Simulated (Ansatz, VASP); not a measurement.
## Hf in VASP and in Ansatz

The input INCAR:

```
SYSTEM = Hf
PREC     = Accurate       ! precision mode
ENCUT    = 520            ! plane-wave cutoff, eV
EDIFF    = 1E-6           ! SCF threshold, eV
ISMEAR   = -1             ! smearing method
SIGMA    = 0.05           ! smearing width, eV
LREAL    = .FALSE.        ! projectors in reciprocal space
LASPH    = .TRUE.         ! aspherical terms in the spheres
NELM     = 100            ! most SCF steps
ALGO     = Normal         ! electronic algorithm
ISIF     = 2              ! what is computed and relaxed
LWAVE    = .FALSE.        ! write WAVECAR
LCHARG   = .FALSE.        ! write CHGCAR
GGA      = PS             ! functional
NBANDS   = 17             ! bands
```

Contents of KPOINTS:

```
regular mesh
0
G
  9 9 9
  0 0 0
```

POSCAR

```
Hf
1.0
    0.0000000000      3.0438467722      3.0438467722
    3.0438467722      0.0000000000      3.0438467722
    3.0438467722      3.0438467722      0.0000000000
Hf
2
Direct
   -0.2600000000     -0.0800000000     -0.0800000000
    0.2600000000      0.0800000000      0.0800000000
```

Input for Ansatz:

```yaml
crystal:
  lattice:
    - [0.0, 3.0438467722, 3.0438467722]
    - [3.0438467722, 0.0, 3.0438467722]
    - [3.0438467722, 3.0438467722, 0.0]
  atoms:
    - { symbol: Hf, position: [-0.26, -0.08, -0.08] }
    - { symbol: Hf, position: [0.26, 0.08, 0.08] }
kpoints:
  mp_grid: { grid: [9, 9, 9] }
scf:
  occupations: { method: fermi_dirac, width: 0.05 }
hamiltonian:
  xc: pbesol
  pseudopotentials: { kind: all_electron, lapw: { basis_error: 0.001 } }
output:
  forces: true
  stress: true
  eigenvalues: true
  populations: true
```

Change from the starting cell: shortest bond scaled by 0.64, LAPW.

Alike in both runs: task single point; functional PBEsol; k mesh 9 × 9 × 9; occupations fermi-dirac, width 0.05 eV; no spin polarisation.

```csv
,VASP,Ansatz
version,VASP 6.6.1,Ansatz 0.2.0
potentials or method,"VASP PAW PBE potentials, release 64 (Hf_pv), cutoff 520 eV","all-electron LAPW, scalar-relativistic"
```

Ansatz gave:

| Property | Result |
| --- | --- |
| pressure (GPa) | 73.7 |
| traceless stress, the component that is largest in VASP (GPa) | -86.36 |
| rms of the force components (eV/Å) | 30.282 |

Problem. Estimate VASP's values.

Solution. Pressure (GPa): 79.9; traceless stress, the component that is largest in VASP (GPa): -93.06; rms of the force components (eV/Å): 32.670.

VASP's potentials were made for PBE, not for PBEsol. Atom by atom the forces differ by 2.388 eV/Å (rms over components). Both programs put the cell under a high pressure, so it lies far from rest at this level. Ansatz ran all-electron here, and VASP with PAW potentials.

Neither program's run includes spin-orbit coupling. Noted on VASP's run: the cell as given lies far from equilibrium.
